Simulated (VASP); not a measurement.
The system is MgI.

```
CELL_PARAMETERS angstrom
3.86394 0.00000 0.00000
-1.93197 3.34627 0.00000
0.00000 0.00000 6.04825
ATOMIC_POSITIONS crystal
Mg 0.00000 0.00000 0.00000
I 0.33333 0.66667 0.50000
```

```yaml
Program: VASP 6.6.1
Task: relaxation of cell and atoms
Functional: PBE
Potentials_or_basis: VASP PAW PBE potentials, release 64 (Mg, I)
Cutoff: 600 eV
k_mesh: 18 × 18 × 10
Occupations: gaussian, width 0.1 eV
Spin: no spin polarisation
```

At the start: pressure -3.1 GPa; volume 39.10 Å³/atom.

Task: How do energy, volume and symmetry change on relaxing?

Result: Over 15 steps the energy falls by 465.3 meV/atom and the volume is 31.36 Å³/atom (-19.8 %); space group P-6m2 (No. 187, to 0.05 Å).

Step by step:
| step | energy change (eV) | largest force (eV/Å) | pressure (GPa) | volume (Å³) |
| --- | --- | --- | --- | --- |
| 1 | 0.0000 | 0.0000 | -3.09 | 78.20 |
| 2 | -0.3452 | 0.0000 | -2.18 | 69.85 |
| 3 | -0.6578 | 0.0000 | -0.26 | 61.65 |
| 4 | -0.4674 | 0.0000 | 12.36 | 46.32 |
| 5 | -0.7617 | 0.0000 | 1.97 | 56.71 |
| 6 | -0.7711 | 0.0000 | 3.04 | 55.04 |
| 7 | -0.8790 | 0.0000 | 2.78 | 56.02 |
| 8 | -0.8780 | 0.0000 | 2.88 | 56.11 |
| 9 | -0.9302 | 0.0000 | 0.11 | 62.22 |
| 10 | -0.9303 | 0.0000 | 0.00 | 62.55 |
| 11 | -0.9303 | 0.0000 | 0.04 | 62.41 |
| 12 | -0.9304 | 0.0000 | 0.03 | 62.48 |
| 13 | -0.9305 | 0.0000 | 0.04 | 62.58 |
| 14 | -0.9305 | 0.0000 | 0.04 | 62.56 |
| 15 | -0.9305 | 0.0000 | 0.00 | 62.71 |

Final structure:
```
CELL_PARAMETERS angstrom
4.09718 0.00000 0.00000
-2.04859 3.54826 0.00000
0.00000 0.00000 4.31368
ATOMIC_POSITIONS crystal
Mg 0.00000 0.00000 0.00000
I 0.33333 0.66667 0.50000
```

Caveat: the volume moved by over 15 % at a fixed basis, so the end points are rough; an odd number of electrons without spin polarisation forces a metal; a magnetic or distorted state may lie lower.
